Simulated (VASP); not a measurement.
Input of a VASP 6.6.1 run:

The input INCAR:

```
SYSTEM = Si
ALGO     = Normal         ! electronic algorithm
EDIFF    = 1E-6           ! SCF threshold, eV
ENCUT    = 500            ! plane-wave cutoff, eV
GGA      = PE             ! functional
GGA_COMPAT= .False.      
ISIF     = 2              ! what is computed and relaxed
ISMEAR   = -1             ! smearing method
ISYM     = 0            
LASPH    = .True.         ! aspherical terms in the spheres
LCHARG   = .True.         ! write CHGCAR
LELF     = .True.         ! ELF
LREAL    = .False.        ! projectors in reciprocal space
LVHAR    = .True.       
LWAVE    = .False.        ! write WAVECAR
NBANDS   = 11             ! bands
NELM     = 120            ! most SCF steps
PREC     = Accurate       ! precision mode
SIGMA    = 0.01           ! smearing width, eV
```

File KPOINTS:

```
Automatic mesh
0
Gamma
  4 4 4
  0.25 0.25 0.25
```

The input POSCAR:

```
Si
1.0
    0.0000000000      2.7348634850      2.7348634850
    2.7348634850      0.0000000000      2.7348634850
    2.7348634850      2.7348634850      0.0000000000
Si
2
Direct
    0.7500000000      0.7500000000      0.7500000000
    0.5000000000      0.5000000000      0.5000000000
```

Potentials or basis: VASP PAW PBE potentials, release 64 (Si).

The run is started by

```console
$ cat potpaw_PBE.64/Si/POTCAR > POTCAR
$ mpirun -np 1 vasp_std > vasp.out
```

Problem. Predict the pressure.

Solution. 0.2 GPa.

Problem. What does it give for the band gap on the k mesh?

Solution. 0.85 eV, indirect (least direct gap 2.65 eV).

A k mesh can miss the band edges. As with any semilocal functional, this PBE gap is likely too small.
